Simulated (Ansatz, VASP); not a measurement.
## Ta2N in VASP and in Ansatz

```xyz
3
Lattice="3.1011 0.0000 0.0000 -1.5506 2.6857 0.0000 0.0000 0.0000 4.8819" Properties=species:S:1:pos:R:3 pbc="T T T"
Ta    1.5506    0.9252    3.6766
Ta    0.0000    1.8204    1.2854
N     0.0000    0.0000    0.0000
```

Change from the starting cell: all Ta atoms moved -0.050 Å, as atom 1 towards its neighbour atom 2 (Ta) at 2.987 Å.

Alike in both runs: task single point; functional PBE; k mesh 18 × 18 × 10; occupations gaussian, width 0.15 eV; no spin polarisation.

|  | VASP | Ansatz |
| --- | --- | --- |
| version | VASP 6.6.1 | Ansatz 0.2.0 |
| potentials or method | VASP PAW PBE potentials, release 64 (Ta_pv, N), cutoff 520 eV | scalar-relativistic, plane waves, PAW |
| valence electrons in the cell | 27 | 31 |

```tsv
	VASP	Ansatz	Ansatz less VASP
gap on the k mesh at the Fermi level (eV)	none	none	-
pressure (GPa)	0.7	0.2	-0.43
traceless stress, the component that is largest in VASP (GPa)	0.26	0.23	-0.029
rms of the force components (eV/Å)	0.293	0.290	-0.0033
```

Atom by atom the forces differ by 0.022 eV/Å (rms over components). A gap of «none» marks a metal or a gap that the smearing closes. VASP's potentials hold 27 valence electrons a cell and Ansatz's 31, so a difference there can come from the potentials and not from the codes.

Neither program's run includes spin-orbit coupling.
